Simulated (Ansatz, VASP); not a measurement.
InSe in VASP and in Ansatz

POSCAR

```
InSe
1.0
    5.8263928781     -2.0546489550      0.0000000000
    5.8263928781      2.0546489550      0.0000000000
   -1.7232330140      0.0000000000      4.7713478577
In Se
2 2
Direct
    0.8882032500      0.8882032500      0.0468413600
    0.1117967500      0.1117967500      0.9531586400
    0.6609275900      0.6609275900      0.6689556200
    0.3390724100      0.3390724100      0.3310443800
```

File INCAR.step1:

```
PREC = Accurate ; ENCUT = 520
ISMEAR = -1 ; SIGMA = 0.05
LREAL = F ; LASPH = T
NELM = 100 ; NBANDS = 27
GGA = PE ; ALGO = Normal
EDIFF = 1E-4 ; LWAVE = T
LCHARG = F
```

File INCAR.step2:

```
PREC = Accurate ; ENCUT = 520
EDIFF = 1E-6 ; ISMEAR = -1
SIGMA = 0.05 ; LREAL = F
LASPH = T ; NELM = 100
ALGO = Normal ; ISIF = 2
LWAVE = F ; LCHARG = F
METAGGA = R2SCAN ; LMIXTAU = T
NBANDS = 27 ; ISTART = 1
```

The input KPOINTS:

```
regular mesh
0
Gamma
  7 7 6
```

File input.yaml:

```yaml
crystal:
  lattice:
    - [5.8263928781, -2.054648955, 0.0]
    - [5.8263928781, 2.054648955, 0.0]
    - [-1.723233014, 0.0, 4.7713478577]
  atoms:
    - { symbol: In, position: [0.88820325, 0.88820325, 0.04684136] }
    - { symbol: In, position: [0.11179675, 0.11179675, 0.95315864] }
    - { symbol: Se, position: [0.66092759, 0.66092759, 0.66895562] }
    - { symbol: Se, position: [0.33907241, 0.33907241, 0.33104438] }
hamiltonian:
  xc: r2scan
  pseudopotentials: { kind: paw }
kpoints:
  mp_grid: { grid: [7, 7, 6] }
  band_path:
    path:
      - [[0.0, 0.5, 0.0], [0.0, 0.0, 0.0], [0.0, 0.0, -0.5]]
      - [[0.0, 0.5, -0.5], [0.0, 0.0, 0.0], [-0.5, -0.5, 0.5]]
      - [[-0.5, 0.0, 0.5], [0.0, 0.0, 0.0], [-0.5, -0.5, 0.0]]
      - [[-0.5, 0.0, 0.0], [0.0, 0.0, 0.0]]
    npoints: 14
scf:
  occupations: { method: fermi_dirac, width: 0.05 }
  n_extra_bands: 10
output:
  forces: true
  stress: true
  eigenvalues: true
  fatbands: false
  write_density: true
  write_potential: true
  elf: true
  volumetric_format: npy
```

Alike in both runs: functional r2SCAN; k mesh 7 × 7 × 6; occupations fermi-dirac, width 0.05 eV; no spin polarisation.

|  | VASP | Ansatz |
| --- | --- | --- |
| version | VASP 6.6.1 | Ansatz 0.2.0 |
| potentials or method | VASP PAW PBE potentials, release 64 (In_d, Se) | Ansatz PAW |
| plane-wave cutoff (eV) | 520 | 500 |
| valence electrons in the cell | 38 | 58 |
| task | single point | band structure |

VASP gave:

| Property | Result |
| --- | --- |
| gap on the k mesh at the Fermi level (eV) | 1.50 |
| least direct gap on the mesh (eV) | 1.62 |
| pressure (GPa) | -0.1 |
| traceless stress, the component that is largest in VASP (GPa) | 0.06 |
| rms of the force components (eV/Å) | 0.013 |

Task: What did Ansatz give for the same quantities?

Result: gap on the k mesh at the Fermi level (eV): 1.51; least direct gap on the mesh (eV): 1.62; pressure (GPa): -0.1; traceless stress, the component that is largest in VASP (GPa): 0.07; rms of the force components (eV/Å): 0.014.

VASP's potentials were made for PBE, not for r2SCAN. Atom by atom the forces differ by 0.007 eV/Å (rms over components). The functional is the same, so the differences come from potentials, cutoffs and numerics. VASP's potentials hold 38 valence electrons a cell and Ansatz's 58, so a difference there can come from the potentials and not from the codes.
